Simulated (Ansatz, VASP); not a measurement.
# One calculation of NaCl, two programs

File INCAR:

```
PREC = Accurate
ENCUT = 520
EDIFF = 1E-6
ISMEAR = 0
SIGMA = 0.05
LREAL = F
LASPH = T
NELM = 100
ALGO = Normal
ISIF = 2
LWAVE = F
LCHARG = F
GGA = PS
NBANDS = 14
```

File KPOINTS:

```
regular mesh
0
Gamma
  8 8 8
```

File POSCAR:

```
NaCl
1.0
    0.0000000000      2.8317500000      2.8317500000
    2.8317500000      0.0000000000      2.8317500000
    2.8317500000      2.8317500000      0.0000000000
Na Cl
1 1
Direct
    0.0000000000      0.0000000000      0.0000000000
    0.4812720019      0.5187279981      0.5000000000
```

Input for Ansatz:

```yaml
crystal:
  lattice:
    - [0.0, 2.83175, 2.83175]
    - [2.83175, 0.0, 2.83175]
    - [2.83175, 2.83175, 0.0]
  atoms:
    - { symbol: Na, position: [0.0, 0.0, 0.0] }
    - { symbol: Cl, position: [0.4812720019, 0.5187279981, 0.5] }
basis:
  ecutwfc: 420
kpoints:
  mp_grid: { grid: [8, 8, 8] }
hamiltonian:
  xc: pbesol
scf:
  occupations: { method: gaussian, width: 0.05 }
output:
  forces: true
  stress: true
  eigenvalues: true
```

Change from the starting cell: all Cl atoms moved +0.075 Å, as atom 2 along Cartesian [1 -1 0].

Alike in both runs: task single point; functional PBEsol; k mesh 8 × 8 × 8; occupations gaussian, width 0.05 eV; no spin polarisation.

```csv
,VASP,Ansatz
version,VASP 6.6.1,Ansatz 0.2.0
potentials or method,"VASP PAW PBE potentials, release 64 (Na_pv, Cl), cutoff 520 eV","scalar-relativistic, plane waves, PAW"
valence electrons in the cell,14,16
```

|  | VASP | Ansatz | Ansatz less VASP |
| --- | --- | --- | --- |
| gap on the k mesh at the Fermi level (eV) | 4.89 | 4.89 | +0.004 |
| least direct gap on the mesh (eV) | 4.89 | 4.89 | +0.004 |
| pressure (GPa) | -0.7 | -0.7 | -0.01 |
| traceless stress, the component that is largest in VASP (GPa) | -0.07 | -0.07 | +0.001 |
| rms of the force components (eV/Å) | 0.053 | 0.052 | -0.0010 |

VASP's potentials were made for PBE, not for PBEsol. Atom by atom the forces differ by 0.001 eV/Å (rms over components). The functional is the same, so the differences come from potentials, cutoffs and numerics. VASP's potentials hold 14 valence electrons a cell and Ansatz's 16, so a difference there can come from the potentials and not from the codes.
